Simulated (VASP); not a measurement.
Set up this calculation in VASP 6.6.1, as the native input.

```
Task                   : single point
Functional             : PBE
Potentials or basis    : VASP PAW PBE potentials, release 64 (Hg, Te)
Cutoff                 : 520 eV
k mesh                 : 14 × 14 × 16
Occupations            : gaussian, width 0.1 eV
Spin                   : no spin polarisation
Dipole correction      : no
Further INCAR settings : ALGO = Normal; EDIFF = 1e-06; NBANDS = 16
```

The structure of HgTe lies in POSCAR:

```
HgTe
1.0
    4.1484404328      0.0000000000      0.0000000000
    0.0000000000      4.1484404328      0.0000000000
    0.0000000000      0.0000000000      3.2687295638
Hg Te
1 1
Direct
    0.5000000000      0.5000000000      0.0000000000
    0.0000000000      0.0000000000      0.5000000000
```

These files were run (other wordings do the same):

INCAR

```
SYSTEM = HgTe
PREC = Accurate
ENCUT = 520
EDIFF = 1E-6
ISMEAR = 0
SIGMA = 0.1
LREAL = .FALSE.
LASPH = .TRUE.
NELM = 100
ALGO = Normal
ISIF = 2
LWAVE = .FALSE.
LCHARG = .FALSE.
GGA = PE
NBANDS = 16
```

KPOINTS

```
regular mesh
0
G
  14 14 16
  0 0 0
```

Potentials or basis: VASP PAW PBE potentials, release 64 (Hg, Te).

Command:

```console
$ cat potpaw_PBE.64/Hg/POTCAR potpaw_PBE.64/Te/POTCAR > POTCAR
$ mpirun -np 1 vasp_std > vasp.out
```

Results of the run:

```
Pressure               : 0.1 GPa
Band gap on the k mesh : zero (band 9 reaches 6.49 eV, above the bottom of band 10 at 2.67 eV)
```

Caveat: spin-orbit coupling is left out, which moves the levels of the heavy elements.

Wall time 2.3 min on 1 thread of AMD EPYC 7R43 64-Core Processor (Zen 3), on a shared host, peak memory 0.37 GiB.
